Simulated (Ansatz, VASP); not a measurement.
# SnSe in VASP and in Ansatz

```
Sn Se
1.0
     4.28533    0.00000    0.00000
     0.00000    4.28533    0.00000
     0.00000    0.00000   10.99069
Sn Se
2 2
Direct
  0.00000 0.50000 0.62777
  0.50000 0.00000 0.37223
  0.00000 0.50000 0.38396
  0.50000 0.00000 0.61604
```

Alike in both runs: task single point; functional PBE-based screened hybrid; k mesh 3 × 3 × 2; occupations fermi-dirac, width 0.05 eV; no spin polarisation.

|  | VASP | Ansatz |
| --- | --- | --- |
| version | VASP 6.6.1 | Ansatz 0.2.0 |
| potentials or method | VASP PAW PBE potentials, release 64 (Sn_d, Se) | Ansatz PAW |
| plane-wave cutoff (eV) | 520 | 420 |
| valence electrons in the cell | 40 | 60 |

Ansatz gave:

```
gap on the k mesh at the Fermi level (eV) : 1.61
least direct gap on the mesh (eV)         : 1.61
rms of the force components (eV/Å)        : 0.259
```

Q: What did VASP give for the same quantities?

A: gap on the k mesh at the Fermi level (eV): 1.61; least direct gap on the mesh (eV): 1.61; rms of the force components (eV/Å): 0.266.

VASP's potentials were made for PBE, not for PBE-based screened hybrid. Atom by atom the forces differ by 0.008 eV/Å (rms over components). VASP's potentials hold 40 valence electrons a cell and Ansatz's 60, so a difference there can come from the potentials and not from the codes.

The k mesh is coarse, so the values compare programs but aren't converged. Noted on Ansatz's run: odd divisions of the mesh miss points on the zone boundary, where band edges often lie, so the gap on the mesh can be too wide.
